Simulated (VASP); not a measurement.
Input of a VASP 6.6.1 run:

File POSCAR:

```
Tl
1.0
    5.5426901206      0.0000000000      0.0000000000
   -2.7713450603      4.8001104497      0.0000000000
    0.0000000000      0.0000000000      3.4120209146
Tl
3
Direct
    0.0000000000      0.0000000000      0.0000000000
    0.3333333333      0.6666666667      0.5000000000
    0.6666666667      0.3333333333      0.5000000000
```

INCAR.step1

```
SYSTEM = Tl
PREC = Accurate
ENCUT = 520
ISMEAR = -1
SIGMA = 0.1
LREAL = .False.
LASPH = .True.
NELM = 80
NBANDS = 26
GGA = PE
ALGO = Normal
EDIFF = 1E-4
LWAVE = .True.
LCHARG = .False.
```

Contents of INCAR.step2:

```
SYSTEM = Tl
PREC = Accurate
ENCUT = 520
EDIFF = 1E-6
ISMEAR = -1
SIGMA = 0.1
LREAL = .False.
LASPH = .True.
NELM = 80
ALGO = Normal
ISIF = 2
LWAVE = .False.
LCHARG = .False.
METAGGA = R2SCAN
LMIXTAU = .True.
NBANDS = 26
ISTART = 1
```

KPOINTS

```
regular mesh
0
Gamma
  8 8 10
  0 0 0
```

Potentials or basis: VASP PAW PBE potentials, release 64 (Tl_d).

Command:

```console
$ cat potpaw_PBE.64/Tl_d/POTCAR > POTCAR
$ cp INCAR.step1 INCAR
$ mpirun -np 1 vasp_std > vasp.out
$ cp INCAR.step2 INCAR
$ mpirun -np 1 vasp_std > vasp.out
```

Problem. Predict the pressure.

Solution. 0.3 GPa.

Problem. Estimate the band gap on the k mesh.

Solution. Zero (an odd number of electrons rules out a gap without spin polarisation).

Stress tensor (GPa, compression positive):
```
 0.60  0.00  0.00
 0.00  0.60  0.00
 0.00  0.00 -0.41
```

Caveat: the PAW data sets were made with another functional, which shifts forces and pressure a little; spin-orbit coupling is left out, which moves the levels of the heavy elements.
